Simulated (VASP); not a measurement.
A run of VASP 6.6.1:

INCAR

```
SYSTEM = Li4Mg5Cl14
PREC = Accurate ; ENCUT = 520
EDIFF = 1E-6 ; ISMEAR = -1
SIGMA = 0.0552 ; LREAL = Auto
LASPH = .TRUE. ; NELM = 60
ALGO = Normal ; ISIF = 2
LWAVE = .FALSE. ; LCHARG = .FALSE.
GGA = PE ; ISYM = 0
NBANDS = 77
```

File KPOINTS:

```
regular mesh
0
G
  1 1 1
  0 0 0
```

POSCAR

```
Li4Mg5Cl14
1.0
    8.3069090000     -0.1152490000     -0.0233070000
   -0.1152490000      8.4640910000      0.3031410000
   -0.0233070000      0.3031410000      8.2260140000
Mg Cl Li
5 14 4
Direct
    0.3926701878      0.6778134930      0.6153168356
    0.1327334581      0.2019730536      0.5182805798
    0.8807167060      0.7325221200      0.5911567104
    0.6672538854      0.9619845551     -0.0172674486
    0.3869321323      0.5567853493      0.1462246186
    0.4216588584      0.2060015897      0.5120473993
    0.6263223134      0.2297895839      1.0288086125
    0.2083787037      0.3383367501      0.1663859242
    0.9255990055      0.9303958917      0.1012791608
    0.3979316018      0.4898359974      0.8487791557
    0.1572632663      0.7604974174      0.7340745332
    0.9063215431      0.3568625531      0.4241443018
    1.0472120204      0.1994708333      0.8333180059
    0.2572921685      0.5955186626      0.3960913008
    0.9917860252      0.9782342128      0.4685606734
    0.6527172427      0.6494184491      0.4487883831
    0.6759404727      0.9627534294      0.6978858907
    0.8049734585      0.5967886021      0.8642458453
    0.4024229307      0.8274406297      0.0505410143
    0.7112458541      0.1835992061      0.5098880892
    0.9423414535      0.2325069226      0.1234612257
    0.2933346973      0.2101570602      0.9589928403
    0.0080410011      0.7036556963      0.9775281832
```

Potentials or basis: VASP PAW PBE potentials, release 64 (Mg, Cl, Li_sv).

Command:

```console
$ cat potpaw_PBE.64/Mg/POTCAR potpaw_PBE.64/Cl/POTCAR potpaw_PBE.64/Li_sv/POTCAR > POTCAR
$ mpirun -np 1 vasp_gam > vasp.out
```

Hardware: 1 thread of Intel(R) Xeon(R) Platinum 8559C (Emerald Rapids), with other jobs on the host.

**Question.** How long does it take, and how much memory?

**Answer.** Wall time 53 s on 1 thread of Intel(R) Xeon(R) Platinum 8559C (Emerald Rapids), with other jobs on the host, peak memory 0.51 GiB. Counts: scf iterations 18, k points 1.
